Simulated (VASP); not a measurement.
# ZrO2 (Fm-3m) in VASP: vibrations by perturbation theory with LDA

Aim: the vibrations by perturbation theory of ZrO2 with LDA.

Everything below comes from runs of VASP 6.6.1. Logs are shortened: lines on timing, memory, paths and dates and some standing lists are left out, and cuts for length are marked.

## 1. The cell of the first run

The structure is cubic, space group Fm-3m (No. 225). The conventional cell has a = 5.089 Å, b = 5.089 Å, c = 5.089 Å, α = 90.00°, β = 90.00°, γ = 90.00°. Zr (site symmetry m-3m) has 8 O at 2.20 Å within 2.9 Å. O (site symmetry -43m) has 4 Zr at 2.20 Å and 6 O at 2.54 Å within 2.9 Å.

## 2. Vibrations by perturbation theory, LDA

File INCAR:

```
  PREC = Accurate
  ENCUT = 600
  EDIFF = 1E-8
  ISMEAR = 0
  SIGMA = 0.01
  LREAL = False
  LASPH = True
  NELM = 120
  ALGO = Normal
  ISIF = 2
  LWAVE = False
  LCHARG = True
  NBANDS = 19
  IBRION = 8
  NSW = 1
  LEPSILON = True
  GGA_COMPAT = False
```

File KPOINTS:

```
regular mesh
0
Gamma
  8 8 8
```

File POSCAR:

```
ZrO2
1.0
    0.0000000000      2.5445431789      2.5445431789
    2.5445431789      0.0000000000      2.5445431789
    2.5445431789      2.5445431789      0.0000000000
Zr O
1 2
Direct
    0.0000000000      0.0000000000      0.0000000000
    0.2500000000      0.2500000000      0.2500000000
    0.7500000000      0.7500000000      0.7500000000
```

Potentials or basis: VASP PAW LDA potentials, release 64 (Zr_sv, O).

Run with:

```
> cat potpaw_LDA.64/Zr_sv/POTCAR potpaw_LDA.64/O/POTCAR > POTCAR
> mpirun -np 1 vasp_std > vasp.out
```

OUTCAR:

```text
PREC = Accurate
   ENCUT = 600
   EDIFF = 1E-8
   ISMEAR = 0
   LREAL = False
   LASPH = True
   NELM = 120
   ISIF = 2
   IBRION = 8
   NSW = 1
   LEPSILON = True

 ion  position               nearest neighbor table
   1  0.000  0.000  0.000-   2 2.20   3 2.20   3 2.20   3 2.20   3 2.20   2 2.20   2 2.20   2 2.20

   2  0.250  0.250  0.250-   1 2.20   1 2.20   1 2.20   1 2.20
   3  0.750  0.750  0.750-   1 2.20   1 2.20   1 2.20   1 2.20

  LATTYP: Found a face centered cubic cell.
 ALAT       =     5.0890863578

  Lattice vectors:

 A1 = (   0.0000000000,   2.5445431789,   2.5445431789)
 A2 = (   2.5445431789,   0.0000000000,   2.5445431789)
 A3 = (   2.5445431789,   2.5445431789,   0.0000000000)

Analysis of symmetry for initial positions (statically):
=====================================================================
 Subroutine PRICEL returns:
 Original cell was already a primitive cell.

 Routine SETGRP: Setting up the symmetry group for a
 face centered cubic supercell.

 Subroutine GETGRP returns: Found 48 space group operations
 (whereof 48 operations were pure point group operations)
 out of a pool of 48 trial point group operations.

The static configuration has the point symmetry O_h .

Analysis of symmetry for dynamics (positions and initial velocities):
=====================================================================
 Subroutine PRICEL returns:
 Original cell was already a primitive cell.

 Routine SETGRP: Setting up the symmetry group for a
 face centered cubic supercell.

 Subroutine GETGRP returns: Found 48 space group operations
 (whereof 48 operations were pure point group operations)
 out of a pool of 48 trial point group operations.

The dynamic configuration has the point symmetry O_h .

 Subroutine INISYM returns: Found 48 space group operations
 (whereof 48 operations are pure point group operations),
 and found     1 'primitive' translations

----------------------------------------------------------------------------------------

                                     Primitive cell

  volume of cell :      32.9503

  direct lattice vectors                    reciprocal lattice vectors
     0.000000000  2.544543179  2.544543179    -0.196498925  0.196498925  0.196498925
     2.544543179  0.000000000  2.544543179     0.196498925 -0.196498925  0.196498925
     2.544543179  2.544543179  0.000000000     0.196498925  0.196498925 -0.196498925

  length of vectors
     3.598527474  3.598527474  3.598527474     0.340346122  0.340346122  0.340346122

  position of ions in fractional coordinates (direct lattice)
     0.000000000  0.000000000  0.000000000
     0.250000000  0.250000000  0.250000000
     0.750000000  0.750000000  0.750000000

  ion indices of the primitive-cell ions
   primitive index   ion index
                 1           1
                 2           2
                 3           3

----------------------------------------------------------------------------------------

 KPOINTS: regular mesh

Automatic generation of k-mesh.
 Grid dimensions read from file:
 generate k-points for:    8    8    8

 Generating k-lattice:

  Cartesian coordinates                     Fractional coordinates (reciprocal lattice)
    -0.024562366  0.024562366  0.024562366     0.125000000  0.000000000  0.000000000
[... 691 lines left out ...]

------------------------ aborting loop because EDIFF is reached ----------------------------------------

 PIEZOELECTRIC TENSOR FIELD DIRECTION 3  (e Angst)
 -----------------------------------------------------------------------------
     0.00014  0.00000  0.00000           ( -0.00000  0.00000  0.00000)
     0.00000  0.00014  0.00000           (  0.00000 -0.00000  0.00000)
     0.00000 -0.00000 -0.00070           (  0.00000  0.00000 -0.00001)

 PIEZOELECTRIC TENSOR FIELD DIRECTION 3  (C/m^2)
 -----------------------------------------------------------------------------
     0.00007  0.00000  0.00000
     0.00000  0.00007  0.00000
     0.00000 -0.00000 -0.00034

--------------------------------------- Ionic step        4  -------------------------------------------

------------------------ aborting loop because EDIFF is reached ----------------------------------------

[... ionic steps 5 to 6 ...]

--------------------------------------- Ionic step        7  -------------------------------------------

 Free energy of the ion-electron system (eV)
  ---------------------------------------------------
  ---------------------------------------------------
  free energy    TOTEN  =        -0.36135907 eV

  energy without entropy =       -0.36135907

------------------------ aborting loop because EDIFF is reached ----------------------------------------

 INTERNAL STRAIN TENSOR  FOR ION    2  DIRECTION 1   (eV/Angst):
 -----------------------------------------------------------------------------
     0.00148  0.00000  0.00000
     0.00000 -0.00147 -6.16449
     0.00000 -6.16449 -0.00147

 MACROSCOPIC STATIC DIELECTRIC TENSOR (including local field effects in DFT)
 ------------------------------------------------------
           5.855846     0.000000     0.000000
           0.000000     5.855846    -0.000000
           0.000000     0.000000     5.855846
 ------------------------------------------------------

 PIEZOELECTRIC TENSOR (including local field effects)  for field in x, y, z        (e  Angst)
          XX          YY          ZZ          XY          YZ          ZX
  --------------------------------------------------------------------------------
  x     0.00000     0.00000     0.00000     0.00000     0.00000     0.00000
  y     0.00000     0.00000     0.00000     0.00000     0.00000     0.00000
  z     0.00000     0.00000     0.00000     0.00000     0.00000     0.00000

 PIEZOELECTRIC TENSOR (including local field effects)  for field in x, y, z        (C/m^2)
          XX          YY          ZZ          XY          YZ          ZX
  --------------------------------------------------------------------------------
  x     0.00000     0.00000     0.00000     0.00000     0.00000     0.00000
  y     0.00000     0.00000     0.00000     0.00000     0.00000     0.00000
  z     0.00000     0.00000     0.00000     0.00000     0.00000     0.00000

 BORN EFFECTIVE CHARGES (including local field effects) (in |e|, cummulative output)
 ---------------------------------------------------------------------------------
 ion    1
    1     5.73290     0.00000     0.00000
    2    -0.00000     5.73290     0.00000
    3     0.00000     0.00000     5.73290
 ion    2
    1    -2.86645     0.00000     0.00000
    2     0.00000    -2.86645     0.00000
    3     0.00000     0.00000    -2.86645
 ion    3
    1    -2.86645     0.00000     0.00000
    2     0.00000    -2.86645     0.00000
    3     0.00000     0.00000    -2.86645

 INTERNAL STRAIN TENSOR FOR ION    3 for displacements in x,y,z  (eV/Angst):
          X           Y           Z          XY          YZ          ZX
  --------------------------------------------------------------------------------
  x     0.00000     0.00000     0.00000     0.00000     6.16449     0.00000
  y     0.00000     0.00000     0.00000     0.00000     0.00000     6.16449
  z     0.00000     0.00000     0.00000     6.16449     0.00000     0.00000

 SECOND DERIVATIVES (NOT SYMMETRIZED)
 ------------------------------------
               1X          1Y          1Z          2X          2Y          2Z          3X          3Y          3Z
  1X    -4.466864    0.000000    0.000000    2.233432    0.000000    0.000000    2.233432    0.000000    0.000000
  1Y     0.000000   -4.466864    0.000000    0.000000    2.233432    0.000000    0.000000    2.233432    0.000000
  1Z     0.000000    0.000000   -4.466864    0.000000    0.000000    2.233432    0.000000    0.000000    2.233432
  2X     2.232903    0.000000    0.000000  -10.045197    0.000000    0.000000    7.812294    0.000000    0.000000
  2Y     0.000000    2.232903    0.000000    0.000000  -10.045197    0.000000    0.000000    7.812294    0.000000
  2Z     0.000000    0.000000    2.232903    0.000000    0.000000  -10.045197    0.000000    0.000000    7.812294
  3X     2.232903    0.000000    0.000000    7.812294    0.000000    0.000000  -10.045197    0.000000    0.000000
  3Y     0.000000    2.232903    0.000000    0.000000    7.812294    0.000000    0.000000  -10.045197    0.000000
  3Z     0.000000    0.000000    2.232903    0.000000    0.000000    7.812294    0.000000    0.000000  -10.045197

 Eigenvectors and eigenvalues of the dynamical matrix
 ----------------------------------------------------

   1 f  =   16.515851 THz   103.772151 2PiTHz  550.909482 cm-1    68.304040 meV
             X         Y         Z           dx          dy          dz
      0.000000  0.000000  0.000000    -0.000000   -0.000000    0.000000
      1.272272  1.272272  1.272272    -0.703309   -0.073191    0.000000
      3.816815  3.816815  3.816815     0.703309    0.073191    0.000000
[... 43 lines left out ...]
   9 f/i=    0.000352 THz     0.002214 2PiTHz    0.011756 cm-1     0.001458 meV
             X         Y         Z           dx          dy          dz
      0.000000  0.000000  0.000000     0.011667    0.005559   -0.860289
      1.272272  1.272272  1.272272     0.004887    0.002328   -0.360331
      3.816815  3.816815  3.816815     0.004887    0.002328   -0.360331

--------------------------------------------------------------------------------------------------------

 MACROSCOPIC STATIC DIELECTRIC TENSOR IONIC CONTRIBUTION
 ------------------------------------------------------
          40.409846     0.000000     0.000000
           0.000000    40.409846     0.000000
           0.000000     0.000000    40.409846
 ------------------------------------------------------

 ELASTIC MODULI CONTR FROM IONIC RELAXATION (kBar)
 Direction    XX          YY          ZZ          XY          YZ          ZX
 --------------------------------------------------------------------------------
 XX           0.0000      0.0000      0.0000      0.0000      0.0000      0.0000
 YY           0.0000      0.0000      0.0000      0.0000      0.0000      0.0000
 ZZ           0.0000      0.0000      0.0000      0.0000      0.0000      0.0000
 XY           0.0000      0.0000      0.0000   -206.9453     -0.0000     -0.0000
 YZ           0.0000      0.0000      0.0000     -0.0000   -206.9453      0.0000
 ZX           0.0000      0.0000      0.0000     -0.0000      0.0000   -206.9453
 --------------------------------------------------------------------------------

 PIEZOELECTRIC TENSOR IONIC CONTR  for field in x, y, z        (C/m^2)
          XX          YY          ZZ          XY          YZ          ZX
  --------------------------------------------------------------------------------
  x     0.00000     0.00000     0.00000    -0.00000    -0.00000     0.00000
  y     0.00000     0.00000     0.00000    -0.00000     0.00000     0.00000
  z     0.00000     0.00000     0.00000    -0.00000     0.00000     0.00000
```

Run time: 10 min. Hardware: 1 thread of Intel Xeon Platinum 8488C (Sapphire Rapids), shared host; peak memory 0.3 GiB.

What came out:

| Property | Result |
| --- | --- |
| Electronic dielectric tensor (diagonal) | 5.86 |
| Born charges (mean of the diagonal) | Zr +5.73; O -2.87 e |
| Highest phonon frequency at Γ, LO-TO splitting left out | 551 cm⁻¹ |

Phonon frequencies in cm⁻¹ (negative: imaginary):
```
              q point                    frequencies
(0.000, 0.000, 0.000)  0 0 0 226 226 226 551 551 551
```

Electronic dielectric tensor:
```
5.86 0.00 0.00
0.00 5.86 0.00
0.00 0.00 5.86
```

Born effective charge tensors (e):
atom 1, Zr
```
5.73 0.00 0.00
0.00 5.73 0.00
0.00 0.00 5.73
```
atom 2, O
```
-2.87  0.00  0.00
 0.00 -2.87  0.00
 0.00  0.00 -2.87
```
atom 3, O
```
-2.87  0.00  0.00
 0.00 -2.87  0.00
 0.00  0.00 -2.87
```

Caveat: the cell stands under pressure or tension, which shifts response properties.
